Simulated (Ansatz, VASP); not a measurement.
# BP in VASP and in Ansatz

File POSCAR:

```
BP
1.0
    0.0000000000      2.2690000000      2.2690000000
    2.2690000000      0.0000000000      2.2690000000
    2.2690000000      2.2690000000      0.0000000000
P B
1 1
Direct
    0.7500000000      0.7500000000      0.7500000000
    0.0000000000      0.0000000000      0.0000000000
```

The input INCAR.step1:

```
SYSTEM = BP
PREC = Accurate
ENCUT = 520
EDIFF = 1E-5
ISMEAR = -1
SIGMA = 0.05
LREAL = .FALSE.
LASPH = .TRUE.
NELM = 100
ALGO = Normal
ISIF = 2
LWAVE = .TRUE.
LCHARG = .FALSE.
GGA = PE
NBANDS = 11
```

Contents of INCAR.step2:

```
SYSTEM = BP
PREC = Accurate
ENCUT = 520
EDIFF = 1E-7
ISMEAR = -1
SIGMA = 0.05
LREAL = .FALSE.
LASPH = .TRUE.
NELM = 100
ALGO = Normal
ISIF = 2
LWAVE = .FALSE.
LCHARG = .FALSE.
GGA = PE
LHFCALC = .TRUE.
AEXX = 0.1
HFSCREEN = 0.2078699
PRECFOCK = Normal
ISTART = 1
NBANDS = 11
```

Contents of KPOINTS:

```
Automatic mesh
0
G
  6 6 6
  0 0 0
```

Contents of input.yaml:

```yaml
crystal:
  lattice:
    - [0.0, 2.269, 2.269]
    - [2.269, 0.0, 2.269]
    - [2.269, 2.269, 0.0]
  atoms:
    - { symbol: P, position: [0.75, 0.75, 0.75] }
    - { symbol: B, position: [0.0, 0.0, 0.0] }
hamiltonian:
  xc:
    exchange: pbe
    correlation: pbe
    exx: { coeff: 0.1, omega: 0.2078699 }
  pseudopotentials: { kind: paw }
kpoints:
  mp_grid: { grid: [6, 6, 6] }
scf:
  occupations: { method: fermi_dirac, width: 0.05 }
output:
  forces: true
  stress: true
  eigenvalues: true
  write_density: true
  write_potential: true
  elf: true
  volumetric_format: npy
```

Alike in both runs: task single point; functional PBE-based screened hybrid; k mesh 6 × 6 × 6; occupations fermi-dirac, width 0.05 eV; no spin polarisation.

|  | VASP | Ansatz |
| --- | --- | --- |
| version | VASP 6.6.1 | Ansatz 0.2.0 |
| potentials or method | VASP PAW PBE potentials, release 64 (P, B) | Ansatz PAW |
| plane-wave cutoff (eV) | 520 | 420 |
| valence electrons in the cell | 8 | 8 |

Ansatz gave:

```
gap on the k mesh at the Fermi level (eV) : 1.62
least direct gap on the mesh (eV)         : 3.77
pressure (GPa)                            : 0.1
```

Problem. What did VASP give for the same quantities?

Solution. gap on the k mesh at the Fermi level (eV): 1.61; least direct gap on the mesh (eV): 3.76; pressure (GPa): -0.2.

VASP's potentials were made for PBE, not for PBE-based screened hybrid. With one functional, cell and mesh, what is left measures potentials, basis and numerics.
